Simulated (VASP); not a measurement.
# BaTe (Fm-3m) in VASP: single point with LDA

Aim: the single point of BaTe with LDA.

All numbers are computed with VASP 6.6.1; they aren't measurements. Logs are shortened: lines on timing, memory, paths and dates and some standing lists are left out, and cuts for length are marked.

**1. The cell of the first run**

Symmetry: Fm-3m, No. 225, cubic system. Conventional cell: a = 6.820 Å, b = 6.820 Å, c = 6.820 Å, α = 90.00°, β = 90.00°, γ = 90.00°. Within 4.5 Å of Ba (site symmetry m-3m) lie 6 Te at 3.41 Å. Within 4.5 Å of Te (site symmetry m-3m) lie 6 Ba at 3.41 Å.

**2. Single point, LDA**

Contents of INCAR:

```
SYSTEM = BaTe
  PREC = Accurate
  ENCUT = 520
  EDIFF = 1E-6
  ISMEAR = 0
  SIGMA = 0.05
  LREAL = .FALSE.
  LASPH = .TRUE.
  NELM = 100
  ALGO = Normal
  ISIF = 2
  LWAVE = .FALSE.
  LCHARG = .TRUE.
  LELF = .TRUE.
  LVHAR = .TRUE.
  NBANDS = 15
```

Contents of KPOINTS:

```
regular mesh
0
G
  8 8 8
  0 0 0
```

Contents of POSCAR:

```
BaTe
1.0
    0.0000000000      3.4100000000      3.4100000000
    3.4100000000      0.0000000000      3.4100000000
    3.4100000000      3.4100000000      0.0000000000
Ba Te
1 1
Direct
    0.0000000000      0.0000000000      0.0000000000
    0.5000000000      0.5000000000      0.5000000000
```

Potentials or basis: VASP PAW LDA potentials, release 64 (Ba_sv, Te).

Started as:

```sh
$ cat potpaw_LDA.64/Ba_sv/POTCAR potpaw_LDA.64/Te/POTCAR > POTCAR
$ mpirun -np 1 vasp_std > vasp.out
```

OUTCAR:

```text
SYSTEM = BaTe
   PREC = Accurate
   ENCUT = 520
   EDIFF = 1E-6
   ISMEAR = 0
   LREAL = .FALSE.
   LASPH = .TRUE.
   NELM = 100
   ISIF = 2

 ion  position               nearest neighbor table
   1  0.000  0.000  0.000-   2 3.41   2 3.41   2 3.41   2 3.41   2 3.41   2 3.41
   2  0.500  0.500  0.500-   1 3.41   1 3.41   1 3.41   1 3.41   1 3.41   1 3.41

  LATTYP: Found a face centered cubic cell.
 ALAT       =     6.8200000000

  Lattice vectors:

 A1 = (   0.0000000000,   3.4100000000,   3.4100000000)
 A2 = (   3.4100000000,   0.0000000000,   3.4100000000)
 A3 = (   3.4100000000,   3.4100000000,   0.0000000000)

Analysis of symmetry for initial positions (statically):
=====================================================================
 Subroutine PRICEL returns:
 Original cell was already a primitive cell.

 Routine SETGRP: Setting up the symmetry group for a
 face centered cubic supercell.

 Subroutine GETGRP returns: Found 48 space group operations
 (whereof 48 operations were pure point group operations)
 out of a pool of 48 trial point group operations.

The static configuration has the point symmetry O_h .

Analysis of symmetry for dynamics (positions and initial velocities):
=====================================================================
 Subroutine PRICEL returns:
 Original cell was already a primitive cell.

 Routine SETGRP: Setting up the symmetry group for a
 face centered cubic supercell.

 Subroutine GETGRP returns: Found 48 space group operations
 (whereof 48 operations were pure point group operations)
 out of a pool of 48 trial point group operations.

The dynamic configuration has the point symmetry O_h .

 Subroutine INISYM returns: Found 48 space group operations
 (whereof 48 operations are pure point group operations),
 and found     1 'primitive' translations

----------------------------------------------------------------------------------------

                                     Primitive cell

  volume of cell :      79.3036

  direct lattice vectors                    reciprocal lattice vectors
     0.000000000  3.410000000  3.410000000    -0.146627566  0.146627566  0.146627566
     3.410000000  0.000000000  3.410000000     0.146627566 -0.146627566  0.146627566
     3.410000000  3.410000000  0.000000000     0.146627566  0.146627566 -0.146627566

  length of vectors
     4.822468248  4.822468248  4.822468248     0.253966394  0.253966394  0.253966394

  position of ions in fractional coordinates (direct lattice)
     0.000000000  0.000000000  0.000000000
     0.500000000  0.500000000  0.500000000

  ion indices of the primitive-cell ions
   primitive index   ion index
                 1           1
                 2           2

----------------------------------------------------------------------------------------

 KPOINTS: regular mesh

Automatic generation of k-mesh.
 Grid dimensions read from file:
 generate k-points for:    8    8    8

 Generating k-lattice:

  Cartesian coordinates                     Fractional coordinates (reciprocal lattice)
    -0.018328446  0.018328446  0.018328446     0.125000000  0.000000000  0.000000000
     0.018328446 -0.018328446  0.018328446     0.000000000  0.125000000  0.000000000
     0.018328446  0.018328446 -0.018328446     0.000000000  0.000000000  0.125000000

  Length of vectors
     0.031745799  0.031745799  0.031745799

  Shift w.r.t. Gamma in fractional coordinates (k-lattice)
     0.000000000  0.000000000  0.000000000

 Subroutine IBZKPT returns following result:
 ===========================================

 Found     29 irreducible k-points:

 Following reciprocal coordinates:
            Coordinates               Weight
  0.000000  0.000000  0.000000      1.000000
  0.125000  0.000000  0.000000      8.000000
  0.250000  0.000000  0.000000      8.000000
  0.375000  0.000000  0.000000      8.000000
  0.500000  0.000000  0.000000      4.000000
  0.125000  0.125000  0.000000      6.000000
[... 16 lines left out ...]
  0.500000  0.250000  0.125000     48.000000
 -0.375000  0.250000  0.125000     24.000000
 [... further k-points ...]
   k-points           NKPTS =     29   k-points in BZ     NKDIM =     29   number of bands    NBANDS=     15
   number of dos      NEDOS =    301   number of ions     NIONS =      2
   total plane-waves  NPLWV =  46656
   dimension x,y,z NGX =    36 NGY =   36 NGZ =   36
   dimension x,y,z NGXF=    72 NGYF=   72 NGZF=   72
   ions per type =               1   1
   NGX,Y,Z   is equivalent  to a cutoff of  12.41, 12.41, 12.41 a.u.
   NGXF,Y,Z  is equivalent  to a cutoff of  24.82, 24.82, 24.82 a.u.
 SYSTEM =  BaTe
   PREC   = accura    normal or accurate (medium, high low for compatibility)
   ISTART =      0    job   : 0-new  1-cont  2-samecut
   ICHARG =      2    charge: 1-file 2-atom 10-const
   ISPIN  =      1    spin polarized calculation?
   LNONCOLLINEAR =      F non collinear calculations
   LSORBIT =      F    spin-orbit coupling
   LASPH  =      T    aspherical Exc in radial PAW
   ENCUT  =  520.0 eV  38.22 Ry    6.18 a.u.   8.97  8.97  8.97*2*pi/ulx,y,z
   NELM   =    100;   NELMIN=  2; NELMDL= -5     # of ELM steps
   EDIFF  = 0.1E-05   stopping-criterion for ELM
   LREAL  =      F    real-space projection
   EDIFFG = 0.1E-04   stopping-criterion for IOM
   NSW    =      0    number of steps for IOM
   IBRION =     -1    ionic relax: 0-MD 1-quasi-New 2-CG
   NFREE  =      0    steps in history (QN), initial steepest desc. (CG)
   ISIF   =      2    stress and relaxation
   ISYM   =      2    0-nonsym 1-usesym 2-fastsym
   POTIM  = 0.5000    time-step for ionic-motion
   TEBEG  =    0.0;   TEEND  =   0.0 temperature during run
   PSTRESS=    0.0 pullay stress
   NELECT =      16.0000    total number of electrons
   NUPDOWN=      -1.0000    fix difference up-down
   EMIN   =  10.00;   EMAX   =-10.00  energy-range for DOS
   EFERMI =   0.00;   METHOD = LEGACY
   ISMEAR =     0;   SIGMA  =   0.05  broadening in eV -4-tet -1-fermi 0-gaus
   EFERMI_NEDOS =   21; number of points for ismear=-14 and -15
   IALGO  =     38    algorithm
   IMIX   =      4    mixing-type and parameters
     AMIX     =   0.40;   BMIX     =  1.00
     AMIX_MAG =   1.60;   BMIX_MAG =  1.00
  volume/ion in A,a.u.               =      39.65       267.58
  Fermi-wavevector in a.u.,A,eV,Ry     =   0.960175  1.814468 12.543704  0.921936
  Thomas-Fermi vector in A             =   2.089436
   LORBIT       =      0    0 simple, 1 ext, 2 COOP (PROOUT), +10 PAW based schemes
   GGA     = CA    functional components
   LHFCALC =     F    Hartree Fock is set to
   AEXX    =    0.0000 exact exchange contribution
   IVDW    =     0    specifies the selected vdW correction
   LEPSILON=     F    determine dielectric tensor
   LRPA    =     F    only Hartree local field effects (RPA)
 non-spin polarized calculation
 Gauss-broadening in eV      SIGMA  =   0.05
  energy-cutoff  :      520.00
  volume of cell :       79.30
 maximum number of plane-waves:      2150
   NGX = 17   NGY = 17   NGZ = 17

 number of electron      16.0000000 magnetization

 Free energy of the ion-electron system (eV)
  ---------------------------------------------------
  ext. energy  EPLUGINS =         0.00000000
  ---------------------------------------------------
  free energy    TOTEN  =        -9.60203392 eV

  energy without entropy =       -9.60203392  energy(sigma->0) =       -9.60203392

 E-fermi :   2.8598     XC(G=0):  -8.8507

 val. band max:        2.6079157136   @ k =   0.0000   0.0000   0.0000
 cond. band min:       3.8142420305   @ k =   0.5000   0.5000   0.0000
 fundamental gap:      1.2063263169
 Fermi energy:         2.8597603716

 k-point     1 :       0.0000    0.0000    0.0000
  band No.  band energies     occupation
      1     -24.1559      2.00000
      2      -9.3466      2.00000
      3      -9.3466      2.00000
      4      -9.3466      2.00000
      5      -7.1817      2.00000
      6       2.6079      2.00000
      7       2.6079      2.00000
      8       2.6079      2.00000
      9       5.3579      0.00000
     10       5.3579      0.00000
     11       5.3579      0.00000
     12       5.6184      0.00000
     13       6.1137      0.00000
     14       6.1137      0.00000
     15       9.4425      0.00000

 k-point     2 :       0.1250    0.0000    0.0000
  band No.  band energies     occupation
      1     -24.1528      2.00000
      2      -9.4660      2.00000
      3      -9.3488      2.00000
      4      -9.3488      2.00000
      5      -7.0133      2.00000
      6       2.0196      2.00000
      7       2.3217      2.00000
      8       2.3217      2.00000
      9       5.4043      0.00000
     10       5.5742      0.00000
     11       5.5742      0.00000
     12       6.3382      0.00000
     13       6.6273      0.00000
     14       6.6273      0.00000
     15       9.9907      0.00000

 k-point     3 :       0.2500    0.0000    0.0000
  band No.  band energies     occupation
      1     -24.1453      2.00000
      2      -9.7055      2.00000
      3      -9.3538      2.00000
      4      -9.3538      2.00000
      5      -6.6475      2.00000
      6       1.0664      2.00000
      7       1.8105      2.00000
      8       1.8105      2.00000
      9       5.6000      0.00000
     10       6.1443      0.00000
     11       6.1443      0.00000
     12       7.6717      0.00000
     13       7.8508      0.00000
     14       7.8508      0.00000
     15      11.0454      0.00000

 k-point     4 :       0.3750    0.0000    0.0000
  band No.  band energies     occupation
      1     -24.1378      2.00000
      2      -9.9026      2.00000
      3      -9.3588      2.00000
      4      -9.3588      2.00000
      5      -6.3106      2.00000
      6       0.3534      2.00000
      7       1.4260      2.00000
      8       1.4260      2.00000
      9       6.1347      0.00000
     10       6.9652      0.00000
     11       6.9652      0.00000
     12       8.1045      0.00000
     13       9.2702      0.00000
     14       9.2702      0.00000
     15      10.8915      0.00000
[... 307 lines left out ...]
 k-point    22 :       0.3750    0.2500    0.1250
  band No.  band energies     occupation
      1     -24.1398      2.00000
      2      -9.7202      2.00000
      3      -9.4283      2.00000
      4      -9.3704      2.00000
      5      -6.5977      2.00000
      6       0.7750      2.00000
      7       1.7096      2.00000
      8       2.0357      2.00000
      9       5.0607      0.00000
     10       6.6373      0.00000
     11       6.9433      0.00000
     12       7.2295      0.00000
     13       7.9537      0.00000
     14       9.6879      0.00000
     15      11.1277      0.00000

 k-point    23 :       0.5000    0.2500    0.1250
  band No.  band energies     occupation
      1     -24.1337      2.00000
      2      -9.8063      2.00000
      3      -9.4575      2.00000
      4      -9.3875      2.00000
      5      -6.4639      2.00000
      6       0.6181      2.00000
      7       1.4396      2.00000
      8       1.7187      2.00000
      9       5.5442      0.00000
     10       7.1972      0.00000
     11       7.5063      0.00000
     12       7.7208      0.00000
     13       8.4029      0.00000
     14      10.1921      0.00000
     15      10.5264      0.00000

 k-point    24 :      -0.3750    0.2500    0.1250
  band No.  band energies     occupation
      1     -24.1312      2.00000
      2      -9.8414      2.00000
      3      -9.4610      2.00000
      4      -9.4017      2.00000
      5      -6.4112      2.00000
      6       0.5707      2.00000
      7       1.4562      2.00000
      8       1.4592      2.00000
      9       6.2250      0.00000
     10       6.5160      0.00000
     11       7.9017      0.00000
     12       8.2649      0.00000
     13       8.8256      0.00000
     14       9.6850      0.00000
     15      10.8905      0.00000

 [... further k-points ...]
[... 5 lines left out ...]
  --------------------------------------------------------------------------------------
  -------------------------------------------------------------------------------------
  Total        0.6138177      0.6138177      0.6138177      0.0000000      0.0000000      0.0000000
  in kB       12.4010039     12.4010039     12.4010039      0.0000000      0.0000000      0.0000000
  external PRESSURE =      12.4010039 kB  Pullay stress =       0.0000000 kB

 VOLUME and BASIS-vectors are now :
 -----------------------------------------------------------------------------
  energy-cutoff  :      520.00
  volume of cell :       79.30
      direct lattice vectors                 reciprocal lattice vectors
     0.000000000  3.410000000  3.410000000    -0.146627566  0.146627566  0.146627566
     3.410000000  0.000000000  3.410000000     0.146627566 -0.146627566  0.146627566
     3.410000000  3.410000000  0.000000000     0.146627566  0.146627566 -0.146627566

 POSITION                                       TOTAL-FORCE (eV/Angst)
 -----------------------------------------------------------------------------------
      0.00000      0.00000      0.00000         0.000000     -0.000000      0.000000
      3.41000      3.41000      3.41000        -0.000000      0.000000     -0.000000
 -----------------------------------------------------------------------------------
    total drift:                                0.000000      0.000000      0.000000

  FREE ENERGIE OF THE ION-ELECTRON SYSTEM (eV)
  ---------------------------------------------------
  free  energy   TOTEN  =        -9.6020339249 eV

  energy  without entropy=       -9.6020339249  energy(sigma->0) =       -9.60203392
```

Run time: 48 s. Hardware: 1 thread of Intel Xeon 8259CL, shared host; peak memory 0.19 GiB.

Results:

```
Free energy            : -9.6020 eV
Pressure               : 1.2 GPa
Band gap on the k mesh : 1.21 eV (least direct gap 1.59 eV)
```

Caveat: spin-orbit coupling is left out, which moves the levels of the heavy elements. A k mesh can miss the band edges.
